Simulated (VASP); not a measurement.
A run of VASP 6.6.1:

Contents of INCAR:

```
SYSTEM = Be3ZnSe4
PREC = Accurate
ENCUT = 520
EDIFF = 1E-6
ISMEAR = 0
SIGMA = 0.1
LREAL = .FALSE.
LASPH = .TRUE.
NELM = 80
ALGO = Normal
ISIF = 2
LWAVE = .FALSE.
LCHARG = .FALSE.
GGA = PE
NBANDS = 31
```

KPOINTS

```
regular mesh
0
G
  4 2 4
  0 0 0
```

The input POSCAR:

```
Be3ZnSe4
1.0
    3.7476949000      0.0000000000      0.0000000000
    0.0000000000      7.5240339000      0.0000000000
    0.0000000000      0.0000000000      5.3274729000
Be Zn Se
3 1 4
Direct
    0.0000000000      0.5000000000      0.0030870000
    0.5000000000      0.7400880000      0.5001720000
    0.5000000000      0.2599120000      0.5001720000
    0.0000000000      0.0000000000      0.0006600000
    0.0000000000      0.2669960000      0.2628320000
    0.0000000000      0.7330040000      0.2628320000
    0.5000000000      0.0000000000      0.7099910000
    0.5000000000      0.5000000000      0.7602540000
```

Potentials or basis: VASP PAW PBE potentials, release 64 (Be, Zn, Se).

The run is started by

```console
$ cat potpaw_PBE.64/Be/POTCAR potpaw_PBE.64/Zn/POTCAR potpaw_PBE.64/Se/POTCAR > POTCAR
$ mpirun -np 1 vasp_std > vasp.out
```

Hardware: 1 thread of AMD EPYC 9R45 (Zen 5), on a shared host.

Task: Estimate the wall time of this run.

Result: It took 46 s on 1 thread of AMD EPYC 9R45 (Zen 5), with other jobs on the host, peak memory 0.24 GiB. Counts: scf iterations 14, k points 18.
